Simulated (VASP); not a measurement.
# Cr (P6_3/mmc) in VASP: further runs, part 2 of 2

VASP 6.6.1.

### Step 4. Single point, PBE

This run uses another cell than the first one, of 7.16 Å³/atom, 0.789 times its volume.

INCAR reads:

```
SYSTEM = Cr
PREC = Accurate
ENCUT = 600
EDIFF = 1E-6
ISMEAR = -1
SIGMA = 0.1
LREAL = .False.
LASPH = .True.
NELM = 120
ALGO = Normal
ISIF = 2
LWAVE = .False.
LCHARG = .False.
GGA = PE
NBANDS = 21
GGA_COMPAT = .False.
```

KPOINTS reads:

```
regular mesh
0
Gamma
  17 17 9
  0 0 0
```

POSCAR reads:

```
Cr
1.0
    2.1583554948      0.0000000000      0.0000000000
   -1.0791777474      1.8691906889      0.0000000000
    0.0000000000      0.0000000000      3.5478566897
Cr
2
Direct
    0.3333333333      0.6666666667      0.2500000000
    0.6666666667      0.3333333333      0.7500000000
```

Potentials or basis: VASP PAW PBE potentials, release 64 (Cr_sv).

On the command line:

```sh
cat potpaw_PBE.64/Cr_sv/POTCAR > POTCAR
mpirun -np 1 vasp_std > vasp.out
```

OUTCAR:

```text
SYSTEM = Cr
   PREC = Accurate
   ENCUT = 600
   EDIFF = 1E-6
   ISMEAR = -1
   LREAL = .False.
   LASPH = .True.
   NELM = 120
   ISIF = 2
   GGA = PE

 ion  position               nearest neighbor table
   1  0.333  0.667  0.250-   2 2.17   2 2.17   2 2.17   2 2.17   2 2.17   2 2.17
   2  0.667  0.333  0.750-   1 2.17   1 2.17   1 2.17   1 2.17   1 2.17   1 2.17

  LATTYP: Found a hexagonal cell.
 ALAT       =     2.1583554948
 C/A-ratio  =     1.6437777272

  Lattice vectors:

[... 764 lines left out ...]

------------------------ aborting loop because EDIFF is reached ----------------------------------------

  FORCE on cell =-STRESS in cart. coord.  units (eV):
  Direction    XX          YY          ZZ          XY          YZ          ZX
  --------------------------------------------------------------------------------------
  -------------------------------------------------------------------------------------
  Total       28.0915179     28.0915179     28.1110182      0.0000000      0.0000000      0.0000000
  in kB     3144.4387137   3144.4387137   3146.6214892      0.0000000      0.0000000      0.0000000
  external PRESSURE =    3145.1663055 kB  Pullay stress =       0.0000000 kB

 VOLUME and BASIS-vectors are now :
 -----------------------------------------------------------------------------
  energy-cutoff  :      600.00
  volume of cell :       14.31
      direct lattice vectors                 reciprocal lattice vectors
     2.158355495  0.000000000  0.000000000     0.463315706  0.267495448  0.000000000
    -1.079177747  1.869190689  0.000000000     0.000000000  0.534990895  0.000000000
     0.000000000  0.000000000  3.547856690     0.000000000  0.000000000  0.281860314

 POSITION                                       TOTAL-FORCE (eV/Angst)
 -----------------------------------------------------------------------------------
     -0.00000      1.24613      0.88696         0.000000     -0.000000      0.000000
      1.07918      0.62306      2.66089        -0.000000      0.000000      0.000000
 -----------------------------------------------------------------------------------
    total drift:                               -0.000000      0.000000     -0.000000

  FREE ENERGIE OF THE ION-ELECTRON SYSTEM (eV)
  ---------------------------------------------------
  free  energy   TOTEN  =       -12.0970372726 eV

  energy  without entropy=      -12.0232336406  energy(sigma->0) =      -12.06013546
```

OSZICAR:

```text
N       E                     dE             d eps       ncg     rms          rms(c)
DAV:   1     0.591463990816E+03    0.59146E+03   -0.17252E+04  7745   0.509E+03
DAV:   2     0.318717767360E+02   -0.55959E+03   -0.54339E+03  7670   0.904E+02
DAV:   3    -0.689329504656E+01   -0.38765E+02   -0.37334E+02  9241   0.294E+02
DAV:   4    -0.123753004341E+02   -0.54820E+01   -0.53391E+01 13182   0.596E+01
DAV:   5    -0.127059777190E+02   -0.33068E+00   -0.33052E+00  9404   0.196E+01    0.409E+01
DAV:   6    -0.119324125830E+02    0.77357E+00   -0.40125E+00 11502   0.463E+01    0.965E+00
DAV:   7    -0.120376521257E+02   -0.10524E+00   -0.40157E-01 12801   0.679E+00    0.382E+00
DAV:   8    -0.120980862559E+02   -0.60434E-01   -0.21207E-01 13850   0.501E+00    0.973E-01
DAV:   9    -0.120975041742E+02    0.58208E-03   -0.11447E-02 12954   0.172E+00    0.317E-01
DAV:  10    -0.120970205019E+02    0.48367E-03   -0.79402E-04 12891   0.319E-01    0.204E-02
DAV:  11    -0.120970324700E+02   -0.11968E-04   -0.36593E-05 11117   0.653E-02    0.899E-03
DAV:  12    -0.120970366880E+02   -0.42181E-05   -0.84538E-06 10289   0.215E-02    0.293E-03
DAV:  13    -0.120970372726E+02   -0.58457E-06   -0.28027E-07  5657   0.108E-02
   1 F= -.12097037E+02 E0= -.12060135E+02  d E =-.738036E-01
```

stdout:

```text
POSCAR found type information on POSCAR Cr
 POSCAR found :  1 types and       2 ions
 scaLAPACK will be used
 LDA part: xc-table for (Slater+PW92), standard interpolation
 POSCAR, INCAR and KPOINTS ok, starting setup
 FFT: planning ... GRIDC
 FFT: planning ... GRID_SOFT
 FFT: planning ... GRID
 WAVECAR not read
 entering main loop
```

It took 2.1 min on 1 thread of AMD EPYC 7R43 (Zen 3), shared host; peak memory 0.13 GiB.

Results:

| Item | Value |
| --- | --- |
| Free energy | -12.0970 eV |
| Pressure | 314.5 GPa |
| Band gap on the k mesh | zero (band 14 reaches 25.54 eV, above the bottom of band 15 at 22.59 eV) |

Stress tensor (GPa, compression positive):
```
314.44   0.00   0.00
  0.00 314.44   0.00
  0.00   0.00 314.66
```

Caveat: the run has no spin polarisation, though such a crystal can be magnetic. Spin polarisation is off, so any magnetic state and its effect on volume and gap are missing.

### Step 5. Relaxation of shape and atoms at fixed volume, PBE

This run uses another cell than the first one, of 5.37 Å³/atom, 0.592 times its volume.

INCAR reads:

```
SYSTEM = Cr
PREC = Accurate
ENCUT = 600
EDIFF = 1E-7
ISMEAR = -1
SIGMA = 0.1
LREAL = .False.
LASPH = .True.
NELM = 120
ALGO = Normal
ISIF = 4
LWAVE = .False.
LCHARG = .False.
GGA = PE
IBRION = 2
NSW = 50
EDIFFG = -0.005
GGA_COMPAT = .False.
NELMIN = 4
```

KPOINTS reads:

```
Automatic mesh
0
Gamma
  17 17 9
  0 0 0
```

POSCAR reads:

```
Cr
1.0
    1.9077532934      0.0000000000      0.0000000000
   -0.9538766467      1.6521628163      0.0000000000
    0.0000000000      0.0000000000      3.4058762399
Cr
2
Direct
    0.3333333333      0.6666666667      0.2500000000
    0.6666666667      0.3333333333      0.7500000000
```

On the command line:

```sh
cat potpaw_PBE.64/Cr_sv/POTCAR > POTCAR
mpirun -np 1 vasp_std > vasp.out
```

Wall time 1.8 min (1 thread of Intel Xeon 6975P-C (Granite Rapids), shared host); peak memory 0.15 GiB.

The run converged, but its numbers aren't listed here, since they failed a check.

Caveat: the run has no spin polarisation, though such a crystal can be magnetic.

### Step 6. The runs side by side

```csv
cell,gap on the mesh (eV),pressure (GPa)
"a = 2.288, b = 2.288, c = 4.000 Å, angles 90.0, 90.0, 120.0°, 2 atoms",none,107.8
"a = 2.076, b = 2.076, c = 3.323 Å, angles 90.0, 90.0, 120.0°, 2 atoms",none,523.1
"a = 2.158, b = 2.158, c = 3.548 Å, angles 90.0, 90.0, 120.0°, 2 atoms",none,314.5
```

Alike in all rows: task single point; level PBE; potentials or basis VASP PAW PBE potentials, release 64 (Cr_sv); no spin polarisation; k mesh 17 × 17 × 9; cutoff (eV) 600; smearing fermi-dirac 0.1 eV.

Caveats: the run has no spin polarisation, though such a crystal can be magnetic.

Total energies depend on the potentials used, so only differences within one code and one set of settings carry meaning.
